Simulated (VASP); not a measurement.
Wanted: the native input for a VASP 6.6.1 run.

| Quantity | Value |
| --- | --- |
| Task | single point |
| Functional | PBE |
| Potentials or basis | VASP PAW PBE potentials, release 64 (Cu, Ni, Be) |
| Cutoff | 400 eV |
| k mesh | 1 × 1 × 1, shifted |
| Occupations | fermi-dirac, width 0.131 eV |
| Spin | no spin polarisation |
| Dipole correction | no |
| Further INCAR settings | LREAL = Auto; ALGO = Normal; EDIFF = 1e-06; NBANDS = 92; ISYM = -1 |

The structure of Be2Cu11Ni3 lies in POSCAR:

```
Be2Cu11Ni3
1.0
    5.6151810000     -0.1125830000     -0.0418010000
   -0.1125830000      5.6341360000     -0.0260090000
   -0.0418010000     -0.0260090000      5.8223430000
Cu Ni Be
11 3 2
Direct
    0.9009398792      0.0913553393      0.7395859792
    0.1345549656      0.7631346443     -0.0746752809
    0.4114280680      0.0460005587      0.1920334362
    0.6120154584      0.3159659995      0.9312498109
    0.3757388213      0.0167149293      0.7259556843
    0.9120478886      0.5284207378      0.1856362995
    0.6724061131      0.7763042806      0.9299625848
    0.6404793879      0.2786324569      0.4614581502
    0.6349820991      0.7852642449      0.4825007432
    0.3945007329      0.5300102174      0.1723853371
    0.1439201925      0.2874846999      0.4906351614
    0.3530722450      0.5579319989      0.6976365058
    0.9198238167      0.0649360298      0.1869698293
    0.1418693526      0.8176045287      0.4698385782
    0.8978435984      0.5132544235      0.7015763232
    0.1798510024      0.3121365333     -0.0662265499
```

One way to write it, as run:

INCAR

```
ALGO = Normal
EDIFF = 1E-6
ENCUT = 400
GGA = PE
GGA_COMPAT = F
ISIF = 2
ISMEAR = -1
ISYM = -1
LASPH = T
LCHARG = F
LREAL = Auto
LWAVE = F
NBANDS = 92
NELM = 120
PREC = Accurate
SIGMA = 0.131
```

KPOINTS

```
explicit points
1
Reciprocal
  0.25000000   0.25000000   0.25000000 1
```

Potentials or basis: VASP PAW PBE potentials, release 64 (Cu, Ni, Be).

The run is started by

```bash
$ cat potpaw_PBE.64/Cu/POTCAR potpaw_PBE.64/Ni/POTCAR potpaw_PBE.64/Be/POTCAR > POTCAR
$ mpirun -np 1 vasp_std > vasp.out
```

It gave:

| Quantity | Value |
| --- | --- |
| Pressure | 1.4 GPa |
| Largest force | 2.312 eV/Å |
| Band gap on the k mesh | zero (an odd number of electrons rules out a gap without spin polarisation) |

Caveat: the atoms stand as in a frame of molecular dynamics.

Run time: 42 s on 1 thread of Intel(R) Xeon(R) Platinum 8488C (Sapphire Rapids), on a shared host, peak memory 0.25 GiB.
